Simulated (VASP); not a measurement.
# NbC2 (P-1) in VASP: single point with PBE

Aim: the single point of NbC2 with PBE.

All numbers are computed with VASP 6.6.1; they aren't measurements. Logs are shortened: lines on timing, memory, paths and dates and some standing lists are left out, and cuts for length are marked.

## 1. The cell of the first run

The typed cell holds 6 atoms: a = 3.579 Å, b = 3.610 Å, c = 6.384 Å, α = 91.22°, β = 89.58°, γ = 60.35°.

## 2. Single point, PBE

File INCAR:

```
PREC = Accurate
ENCUT = 520
EDIFF = 1E-6
ISMEAR = 0
SIGMA = 0.1
LREAL = False
LASPH = True
NELM = 60
ALGO = Normal
ISIF = 2
LWAVE = False
LCHARG = True
GGA = PE
LELF = True
LVHAR = True
NBANDS = 30
```

File KPOINTS:

```
Automatic mesh
0
Gamma
  12 12 6
```

File POSCAR:

```
NbC2
1.0
    3.5778460014      0.0033382322     -0.1003747234
    1.7815843386      3.1388638042     -0.0583688343
    0.2262693332     -0.1663909902      6.3777379318
Nb C
2 4
Direct
    0.8367785021      0.8323503951      0.8075661538
    0.1632214979      0.1676496049      0.1924338462
    0.1697047225      0.1650350950      0.8597310876
    0.4220747543      0.6512257844      0.4363470393
    0.8302952775      0.8349649050      0.1402689124
    0.5779252457      0.3487742156      0.5636529607
```

Potentials or basis: VASP PAW PBE potentials, release 64 (Nb_sv, C).

Run with:

```sh
cat potpaw_PBE.64/Nb_sv/POTCAR potpaw_PBE.64/C/POTCAR > POTCAR
mpirun -np 1 vasp_std > vasp.out
```

OUTCAR:

```text
PREC = Accurate
   ENCUT = 520
   EDIFF = 1E-6
   ISMEAR = 0
   LREAL = False
   LASPH = True
   NELM = 60
   ISIF = 2
   GGA = PE

 ion  position               nearest neighbor table
   1  0.837  0.832  0.808-   3 2.09   3 2.09   5 2.12   3 2.13   6 2.28
   2  0.163  0.168  0.192-   5 2.09   5 2.09   3 2.12   5 2.13   4 2.28
   3  0.170  0.165  0.860-   1 2.09   1 2.09   2 2.12   1 2.13
   4  0.422  0.651  0.436-   6 1.27   2 2.28
   5  0.830  0.835  0.140-   2 2.09   2 2.09   1 2.12   2 2.13
   6  0.578  0.349  0.564-   4 1.27   1 2.28

  LATTYP: Found a triclinic cell.
 ALAT       =    11.4410835217
 B/A-ratio  =     0.5431889620
 C/A-ratio  =     0.6332666688
 COS(alpha) =     0.0023038852
 COS(beta)  =     0.5603516740
 COS(gamma) =     0.8177813727

  Lattice vectors:

 A1 = (   8.7110070082,   3.3119312588,  -6.6368562129)
 A2 = (   5.3594303400,   3.1422020364,  -0.1587435577)
 A3 = (   1.5699923296,  -2.9691345818,  -6.4197438209)

Analysis of symmetry for initial positions (statically):
=====================================================================
 Subroutine PRICEL returns:
 Original cell was already a primitive cell.

 Routine SETGRP: Setting up the symmetry group for a
 triclinic supercell.

 Subroutine GETGRP returns: Found  2 space group operations
 (whereof  2 operations were pure point group operations)
 out of a pool of  2 trial point group operations.

The static configuration has the point symmetry S_2 .

Analysis of symmetry for dynamics (positions and initial velocities):
=====================================================================
 Subroutine PRICEL returns:
 Original cell was already a primitive cell.

 Routine SETGRP: Setting up the symmetry group for a
 triclinic supercell.

 Subroutine GETGRP returns: Found  2 space group operations
 (whereof  2 operations were pure point group operations)
 out of a pool of  2 trial point group operations.

The dynamic configuration has the point symmetry S_2 .

 Subroutine INISYM returns: Found  2 space group operations
 (whereof  2 operations are pure point group operations),
 and found     1 'primitive' translations

----------------------------------------------------------------------------------------

                                     Primitive cell

  volume of cell :      71.6527

  direct lattice vectors                    reciprocal lattice vectors
     3.577846001  0.003338232 -0.100374723     0.279251759 -0.158761460 -0.014049274
     1.781584339  3.138863804 -0.058368834    -0.000064044  0.318777663  0.008318972
     0.226269333 -0.166390990  6.377737932     0.004394361  0.000418807  0.156650428

  length of vectors
     3.579255263  3.609697447  6.383919243     0.321534024  0.318886199  0.156712611

  position of ions in fractional coordinates (direct lattice)
     0.836778502  0.832350395  0.807566154
     0.163221498  0.167649605  0.192433846
     0.169704723  0.165035095  0.859731088
     0.422074754  0.651225784  0.436347039
     0.830295277  0.834964905  0.140268912
     0.577925246  0.348774216  0.563652961

  ion indices of the primitive-cell ions
   primitive index   ion index
                 1           1
                 2           2
                 3           3
                 4           4
                 5           5
                 6           6

----------------------------------------------------------------------------------------

 KPOINTS: Automatic mesh

Automatic generation of k-mesh.
 Grid dimensions read from file:
 generate k-points for:   12   12    6

 Generating k-lattice:

  Cartesian coordinates                     Fractional coordinates (reciprocal lattice)
     0.023270980 -0.013230122 -0.001170773     0.083333333  0.000000000  0.000000000
    -0.000005337  0.026564805  0.000693248     0.000000000  0.083333333  0.000000000
     0.000732393  0.000069801  0.026108405     0.000000000  0.000000000  0.166666667

  Length of vectors
     0.026794502  0.026573850  0.026118768

  Shift w.r.t. Gamma in fractional coordinates (k-lattice)
     0.000000000  0.000000000  0.000000000

 Subroutine IBZKPT returns following result:
 ===========================================

 Found    436 irreducible k-points:

 Following reciprocal coordinates:
            Coordinates               Weight
  0.000000  0.000000  0.000000      1.000000
  0.083333  0.000000  0.000000      2.000000
  0.166667 -0.000000  0.000000      2.000000
  0.250000 -0.000000  0.000000      2.000000
  0.333333 -0.000000  0.000000      2.000000
  0.416667  0.000000  0.000000      2.000000
[... 16 lines left out ...]
  0.250000  0.166667  0.000000      2.000000
  0.333333  0.166667 -0.000000      2.000000
 [... further k-points ...]
   k-points           NKPTS =    436   k-points in BZ     NKDIM =    436   number of bands    NBANDS=     30
   number of dos      NEDOS =    301   number of ions     NIONS =      6
   total plane-waves  NPLWV =  37632
   dimension x,y,z NGX =    28 NGY =   28 NGZ =   48
   dimension x,y,z NGXF=    56 NGYF=   56 NGZF=   96
   ions per type =               2   4
   NGX,Y,Z   is equivalent  to a cutoff of  13.01, 12.90, 12.50 a.u.
   NGXF,Y,Z  is equivalent  to a cutoff of  26.01, 25.79, 25.00 a.u.
 SYSTEM =  unknown system
   PREC   = accura    normal or accurate (medium, high low for compatibility)
   ISTART =      0    job   : 0-new  1-cont  2-samecut
   ICHARG =      2    charge: 1-file 2-atom 10-const
   ISPIN  =      1    spin polarized calculation?
   LNONCOLLINEAR =      F non collinear calculations
   LSORBIT =      F    spin-orbit coupling
   LASPH  =      T    aspherical Exc in radial PAW
   ENCUT  =  520.0 eV  38.22 Ry    6.18 a.u.   6.66  6.71 11.87*2*pi/ulx,y,z
   NELM   =     60;   NELMIN=  2; NELMDL= -5     # of ELM steps
   EDIFF  = 0.1E-05   stopping-criterion for ELM
   LREAL  =      F    real-space projection
   EDIFFG = 0.1E-04   stopping-criterion for IOM
   NSW    =      0    number of steps for IOM
   IBRION =     -1    ionic relax: 0-MD 1-quasi-New 2-CG
   NFREE  =      0    steps in history (QN), initial steepest desc. (CG)
   ISIF   =      2    stress and relaxation
   ISYM   =      2    0-nonsym 1-usesym 2-fastsym
   POTIM  = 0.5000    time-step for ionic-motion
   TEBEG  =    0.0;   TEEND  =   0.0 temperature during run
   PSTRESS=    0.0 pullay stress
   NELECT =      42.0000    total number of electrons
   NUPDOWN=      -1.0000    fix difference up-down
   EMIN   =  10.00;   EMAX   =-10.00  energy-range for DOS
   EFERMI =   0.00;   METHOD = LEGACY
   ISMEAR =     0;   SIGMA  =   0.10  broadening in eV -4-tet -1-fermi 0-gaus
   EFERMI_NEDOS =   21; number of points for ismear=-14 and -15
   IALGO  =     38    algorithm
   IMIX   =      4    mixing-type and parameters
     AMIX     =   0.40;   BMIX     =  1.00
     AMIX_MAG =   1.60;   BMIX_MAG =  1.00
  volume/ion in A,a.u.               =      11.94        80.59
  Fermi-wavevector in a.u.,A,eV,Ry     =   1.370084  2.589083 25.539896  1.877129
  Thomas-Fermi vector in A             =   2.495902
   LORBIT       =      0    0 simple, 1 ext, 2 COOP (PROOUT), +10 PAW based schemes
   GGA     = PE    functional components
   LHFCALC =     F    Hartree Fock is set to
   AEXX    =    0.0000 exact exchange contribution
   IVDW    =     0    specifies the selected vdW correction
   LEPSILON=     F    determine dielectric tensor
   LRPA    =     F    only Hartree local field effects (RPA)
 non-spin polarized calculation
 Gauss-broadening in eV      SIGMA  =   0.10
  energy-cutoff  :      520.00
  volume of cell :       71.65
 maximum number of plane-waves:      1961
   NGX = 13   NGY = 13   NGZ = 23

 number of electron      41.9999998 magnetization

 Free energy of the ion-electron system (eV)
  ---------------------------------------------------
  ext. energy  EPLUGINS =         0.00000000
  ---------------------------------------------------
  free energy    TOTEN  =       -54.13559858 eV

  energy without entropy =      -54.13124400  energy(sigma->0) =      -54.13342129

 E-fermi :   8.1359     XC(G=0): -11.5997

 val. band max:        8.1300412129   @ k =  -0.3333   0.3333   0.1667
 cond. band min:       8.1361836902   @ k =   0.3333  -0.3333   0.3333
 fundamental gap:      0.0061424773
 Fermi energy:         8.1359175408

 k-point     1 :       0.0000    0.0000    0.0000
  band No.  band energies     occupation
      1     -47.3105      2.00000
      2     -47.2639      2.00000
      3     -23.6413      2.00000
      4     -23.3549      2.00000
      5     -23.3154      2.00000
      6     -23.2839      2.00000
[... 22 lines left out ...]
     29      13.6934      0.00000
     30      14.3297      0.00000

 k-point     2 :       0.0833    0.0000    0.0000
  band No.  band energies     occupation
      1     -47.3088      2.00000
      2     -47.2637      2.00000
      3     -23.6375      2.00000
      4     -23.3799      2.00000
      5     -23.3079      2.00000
      6     -23.2907      2.00000
[... 22 lines left out ...]
     29      13.7021      0.00000
     30      14.4245      0.00000

 k-point     3 :       0.1667   -0.0000    0.0000
  band No.  band energies     occupation
      1     -47.3041      2.00000
      2     -47.2632      2.00000
      3     -23.6279      2.00000
      4     -23.4312      2.00000
      5     -23.3111      2.00000
      6     -23.3081      2.00000
[... 22 lines left out ...]
     29      13.6428      0.00000
     30      14.4391      0.00000

 k-point     4 :       0.2500   -0.0000    0.0000
  band No.  band energies     occupation
      1     -47.2972      2.00000
      2     -47.2630      2.00000
      3     -23.6179      2.00000
      4     -23.4909      2.00000
      5     -23.3480      2.00000
      6     -23.3272      2.00000
[... 616 lines left out ...]
     29      13.6717      0.00000
     30      14.4929      0.00000

 k-point    23 :       0.2500    0.1667    0.0000
  band No.  band energies     occupation
      1     -47.2995      2.00000
      2     -47.2631      2.00000
      3     -23.6188      2.00000
      4     -23.4775      2.00000
      5     -23.3397      2.00000
      6     -23.3136      2.00000
[... 22 lines left out ...]
     29      13.6095      0.00000
     30      14.0332      0.00000

 k-point    24 :       0.3333    0.1667   -0.0000
  band No.  band energies     occupation
      1     -47.2931      2.00000
      2     -47.2634      2.00000
      3     -23.6106      2.00000
      4     -23.5248      2.00000
      5     -23.3666      2.00000
      6     -23.3295      2.00000
[... 22 lines left out ...]
     29      12.8601      0.00000
     30      13.7270      0.00000

 [... further k-points ...]
[... 5 lines left out ...]
  --------------------------------------------------------------------------------------
  -------------------------------------------------------------------------------------
  Total       -0.1280532     -0.0725336     -0.0745880     -0.0002451     -0.0405079     -0.0081638
  in kB       -2.8633114     -1.6218751     -1.6678126     -0.0054801     -0.9057690     -0.1825442
  external PRESSURE =      -2.0509997 kB  Pullay stress =       0.0000000 kB

 VOLUME and BASIS-vectors are now :
 -----------------------------------------------------------------------------
  energy-cutoff  :      520.00
  volume of cell :       71.65
      direct lattice vectors                 reciprocal lattice vectors
     3.577846001  0.003338232 -0.100374723     0.279251759 -0.158761460 -0.014049274
     1.781584339  3.138863804 -0.058368834    -0.000064044  0.318777663  0.008318972
     0.226269333 -0.166390990  6.377737932     0.004394361  0.000418807  0.156650428

 POSITION                                       TOTAL-FORCE (eV/Angst)
 -----------------------------------------------------------------------------------
      4.65949      2.48106      5.01787         0.000311      0.010812      0.012399
      0.92621      0.49475      1.20112        -0.000311     -0.010812     -0.012399
      1.09573      0.37554      5.45647        -0.000028     -0.002421      0.001608
      2.76906      1.97291      2.70253        -0.004383      0.089011     -0.079089
      4.48997      2.60027      0.76252         0.000028      0.002421     -0.001608
      2.81664      1.00290      3.51646         0.004383     -0.089011      0.079089
 -----------------------------------------------------------------------------------
    total drift:                                0.000000     -0.000000     -0.000000

  FREE ENERGIE OF THE ION-ELECTRON SYSTEM (eV)
  ---------------------------------------------------
  free  energy   TOTEN  =       -54.1355985776 eV

  energy  without entropy=      -54.1312439981  energy(sigma->0) =      -54.13342129
```

Run time: 8.4 min. Hardware: 1 thread of AMD EPYC 9R45 (Zen 5), shared host; peak memory 0.73 GiB.

Results:

| Item | Value |
| --- | --- |
| Free energy | -54.1356 eV |
| Pressure | -0.2 GPa |
| Largest force | 0.119 eV/Å |
| Band gap on the k mesh | zero (bands 21 and 22 overlap by 0.41 eV) |

Forces in eV/Å, atoms in the order of the input:
```
Nb   0.000  0.011  0.012
Nb   0.000 -0.011 -0.012
C    0.000 -0.002  0.002
C   -0.004  0.089 -0.079
C    0.000  0.002 -0.002
C    0.004 -0.089  0.079
```

Stress tensor (GPa, compression positive):
```
-0.29  0.00 -0.02
 0.00 -0.16 -0.09
-0.02 -0.09 -0.17
```

Levels at points of the mesh, in eV from the Fermi level:
```
           k point  band 18  band 19  band 20  band 21  band 22  band 23  band 24  band 25
(0.00, 0.00, 0.00)    -3.07    -2.51    -1.88     0.03     0.54     0.70     1.73     1.99
(0.50, 0.00, 0.00)    -2.65    -2.00    -1.19    -1.06     0.87     1.05     1.80     2.35
(0.00, 0.50, 0.00)    -3.18    -1.33    -1.29    -0.87     1.21     1.35     2.05     2.26
(0.50, 0.50, 0.00)    -2.68    -2.02    -1.19    -1.05     0.85     1.05     1.79     2.37
(0.00, 0.00, 0.50)    -2.93    -1.97    -1.83     0.30     0.59     0.79     1.40     1.59
(0.50, 0.00, 0.50)    -3.09    -1.31    -1.06    -0.76     0.91     1.52     1.98     2.05
(0.00, 0.50, 0.50)    -3.37    -1.53    -1.19    -0.91     0.64     1.48     2.38     2.66
(0.50, 0.50, 0.50)    -3.11    -1.37    -1.05    -0.76     0.91     1.48     1.96     2.05
```
